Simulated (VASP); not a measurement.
Ru:

```
CELL_PARAMETERS angstrom
2.66793 0.00000 0.00000
-1.33396 2.31049 0.00000
0.00000 0.00000 4.32204
ATOMIC_POSITIONS crystal
Ru 0.33333 0.66667 0.25000
Ru 0.66667 0.33333 0.75000
```

- Program: VASP 6.6.1
- Task: relaxation of cell and atoms
- Functional: PBEsol
- Potentials or basis: VASP PAW PBE potentials, release 64 (Ru_pv)
- Cutoff: 600 eV
- k mesh: 19 × 19 × 10
- Occupations: fermi-dirac, width 0.05 eV
- Spin: no spin polarisation

At the start: pressure -0.2 GPa; volume 13.32 Å³/atom.

Q: Where does the relaxation end?

A: Over 11 steps the energy falls by 8.8 meV/atom; space group P6_3/mmc (No. 194, to 0.1 Å) before and after.

Step by step:
| step | energy change (eV) | largest force (eV/Å) | pressure (GPa) | volume (Å³) |
| --- | --- | --- | --- | --- |
| 1 | 0.0000 | 0.0000 | -0.23 | 26.64 |
| 2 | 0.0032 | 0.0000 | 1.85 | 26.55 |
| 3 | -0.0177 | 0.0000 | 0.39 | 26.60 |
| 4 | -0.0176 | 0.0000 | 0.40 | 26.60 |
| 5 | -0.0174 | 0.0000 | -1.07 | 26.72 |
| 6 | -0.0177 | 0.0000 | 0.06 | 26.63 |
| 7 | -0.0177 | 0.0000 | -0.02 | 26.63 |
| 8 | -0.0177 | 0.0000 | -0.02 | 26.63 |
| 9 | -0.0177 | 0.0000 | 0.00 | 26.63 |
| 10 | -0.0177 | 0.0000 | -0.02 | 26.63 |
| 11 | -0.0177 | 0.0000 | -0.01 | 26.63 |

Final structure:
```yaml
crystal:
  lattice:
    - [2.68997, 0.00000, 0.00000]
    - [-1.34498, 2.32958, 0.00000]
    - [0.00000, 0.00000, 4.24984]
  atoms:
    - { symbol: Ru, position: [0.33333, 0.66667, 0.25000] }
    - { symbol: Ru, position: [0.66667, 0.33333, 0.75000] }
```

Caveat: the PAW data sets were made with another functional, which shifts forces and pressure a little.
